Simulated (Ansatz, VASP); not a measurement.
# SnO in VASP and in Ansatz

File INCAR:

```
ALGO = Normal
EDIFF = 1E-6
ENCUT = 910
GGA = CA
GGA_COMPAT = False
ISIF = 2
ISMEAR = 0
LASPH = True
LCHARG = False
LREAL = False
LWAVE = False
NBANDS = 28
NELM = 120
PREC = Accurate
SIGMA = 0.05
```

Contents of KPOINTS:

```
k-points
0
Gamma
  10 6 8
```

File POSCAR:

```
SnO
1.0
    3.3550050000      0.0000000000      0.0000000000
    0.0000000000      5.6741040000      0.0000000000
    0.0000000000      0.0000000000      4.2219700000
Sn O
2 2
Direct
    0.0000000000      0.2319090000      0.5131440000
    0.5000000000      0.7680910000      0.0131440000
    0.0000000000      0.8912500000      0.7368570000
    0.5000000000      0.1087500000      0.2368570000
```

Input for Ansatz:

```yaml
crystal:
  lattice:
    - [3.355005, 0.0, 0.0]
    - [0.0, 5.674104, 0.0]
    - [0.0, 0.0, 4.22197]
  atoms:
    - { symbol: Sn, position: [0.0, 0.231909, 0.513144] }
    - { symbol: Sn, position: [0.5, 0.768091, 0.013144] }
    - { symbol: O, position: [0.0, 0.89125, 0.736857] }
    - { symbol: O, position: [0.5, 0.10875, 0.236857] }
basis:
  ecutwfc: 420
kpoints:
  mp_grid: { grid: [10, 6, 8] }
hamiltonian:
  xc: lda
scf:
  occupations: { method: gaussian, width: 0.05 }
output:
  forces: true
  stress: true
  eigenvalues: true
```

Alike in both runs: task single point; functional LDA; k mesh 10 × 6 × 8; occupations gaussian, width 0.05 eV; no spin polarisation.

|  | VASP | Ansatz |
| --- | --- | --- |
| version | VASP 6.6.1 | Ansatz 0.2.0 |
| potentials or method | VASP PAW LDA potentials, release 64 (Sn_d, O_h), cutoff 910 eV | scalar-relativistic, plane waves, PAW |
| valence electrons in the cell | 40 | 40 |

Ansatz gave:

| Property | Result |
| --- | --- |
| gap on the k mesh at the Fermi level (eV) | 1.33 |
| least direct gap on the mesh (eV) | 1.98 |
| rms of the force components (eV/Å) | 0.324 |

Q: Which values does VASP return?

A: gap on the k mesh at the Fermi level (eV): 1.31; least direct gap on the mesh (eV): 1.95; rms of the force components (eV/Å): 0.288.

LDA's correlation is that of Perdew and Zunger in VASP and of Perdew and Wang (1992) in Ansatz. Atom by atom the forces differ by 0.038 eV/Å (rms over components).

Noted on VASP's run: the cutoff is under 1.25 times that of the potentials, so the pressure is a little rough.
